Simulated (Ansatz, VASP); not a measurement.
Given: the input of a run of VASP 6.6.1 on MnO2.

The input INCAR:

```
SYSTEM = MnO2
PREC = Accurate
ENCUT = 520
EDIFF = 1E-6
ISMEAR = -1
SIGMA = 0.05
LREAL = .False.
LASPH = .True.
NELM = 150
ALGO = Normal
ISIF = 2
LWAVE = .False.
LCHARG = .True.
ISPIN = 2
MAGMOM = -2.09 0 0
LORBIT = 11
LMAXMIX = 4
GGA = PE
LELF = .True.
LVHAR = .True.
NBANDS = 24
```

File KPOINTS:

```
Automatic mesh
0
Gamma
  11 11 6
  0 0 0
```

Contents of POSCAR:

```
MnO2
1.0
    2.8565781804      0.0000000000      0.0000000000
   -1.4282890902      2.4738692722      0.0000000000
    0.0000000000      0.0000000000      4.6013740589
Mn O
1 2
Direct
    0.0000000000      0.0000000000      0.5000000000
    0.3333333333      0.6666666667      0.7062925700
    0.6666666667      0.3333333333      0.2937074300
```

Potentials or basis: VASP PAW PBE potentials, release 64 (Mn_pv, O).

Command:

```sh
$ cat potpaw_PBE.64/Mn_pv/POTCAR potpaw_PBE.64/O/POTCAR > POTCAR
$ mpirun -np 1 vasp_std > vasp.out
```

Question: Set up the same calculation for Ansatz 0.2.0. Potentials there: Ansatz PAW.

Answer: As run (the cutoff follows the program's own potentials):

Contents of input.yaml:

```yaml
crystal:
  lattice:
    - [2.8565781804, 0.0, 0.0]
    - [-1.4282890902, 2.4738692722, 0.0]
    - [0.0, 0.0, 4.6013740589]
  atoms:
    - { symbol: Mn, position: [0.0, 0.0, 0.5], spin: -2.09 }
    - { symbol: O, position: [0.3333333333, 0.6666666667, 0.70629257] }
    - { symbol: O, position: [0.6666666667, 0.3333333333, 0.29370743] }
hamiltonian:
  xc: pbe
  pseudopotentials: { kind: paw }
magnetization:
  spin_polarized: true
kpoints:
  mp_grid: { grid: [11, 11, 6] }
scf:
  occupations: { method: fermi_dirac, width: 0.05 }
output:
  forces: true
  stress: true
  eigenvalues: true
```

Potentials or basis: Ansatz PAW.

Run with:

```sh
$ ansatz run input.yaml --threads 2 --pin off --max-ram 5632MiB --backend cpu --events-out ev --progress --plain --runs-dir out
```

Both were run:

|  | VASP | Ansatz | Ansatz less VASP |
| --- | --- | --- | --- |
| gap on the k mesh at the Fermi level (eV) | 0.81 | 0.85 | +0.036 |
| least direct gap on the mesh (eV) | 0.87 | 0.90 | +0.036 |
| pressure (GPa) | 5.8 | 4.8 | -0.99 |
| traceless stress, the component that is largest in VASP (GPa) | -0.85 | -0.41 | +0.433 |
| rms of the force components (eV/Å) | 0.146 | 0.103 | -0.0437 |
| net moment per atom (μB) | 1.00 | 1.00 | 0.000 |
| size of the moment on the site where the two differ most (μB) | 2.83 | 2.49 | -0.345 |

Site moments also hang on the region over which each program counts them. Atom by atom the forces differ by 0.044 eV/Å (rms over components). VASP's potentials hold 25 valence electrons a cell and Ansatz's 27, so a difference there can come from the potentials and not from the codes.

Noted on Ansatz's run: odd divisions of the mesh miss points on the zone boundary, where band edges often lie, so the gap on the mesh can be too wide.
